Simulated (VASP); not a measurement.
A run of VASP 6.6.1:

INCAR

```
PREC = Accurate
ENCUT = 520
EDIFF = 1E-6
ISMEAR = 0
SIGMA = 0.05
LREAL = False
LASPH = True
NELM = 80
ALGO = Normal
ISIF = 2
LWAVE = False
LCHARG = True
GGA = PE
LELF = True
LVHAR = True
NBANDS = 11
```

File KPOINTS:

```
Automatic mesh
0
Gamma
  12 12 12
```

Contents of POSCAR:

```
SiC
1.0
    0.0000000000      2.1982755826      2.1982755826
    2.1982755826      0.0000000000      2.1982755826
    2.3206462567      2.3206462567     -0.1223706741
Si C
1 1
Direct
    0.0000000000      0.0000000000      0.0000000000
    0.7500000000      0.7500000000      0.7500000000
```

Potentials or basis: VASP PAW PBE potentials, release 64 (Si, C).

Launch:

```sh
$ cat potpaw_PBE.64/Si/POTCAR potpaw_PBE.64/C/POTCAR > POTCAR
$ mpirun -np 1 vasp_std > vasp.out
```

Hardware: 1 thread of Intel(R) Xeon(R) Platinum 8559C (Emerald Rapids), with other jobs on the host.

How long does it take, and how much memory?

It took 13 s on 1 thread of Intel(R) Xeon(R) Platinum 8559C (Emerald Rapids), with other jobs on the host, peak memory 0.16 GiB. Counts: scf iterations 12, k points 189.
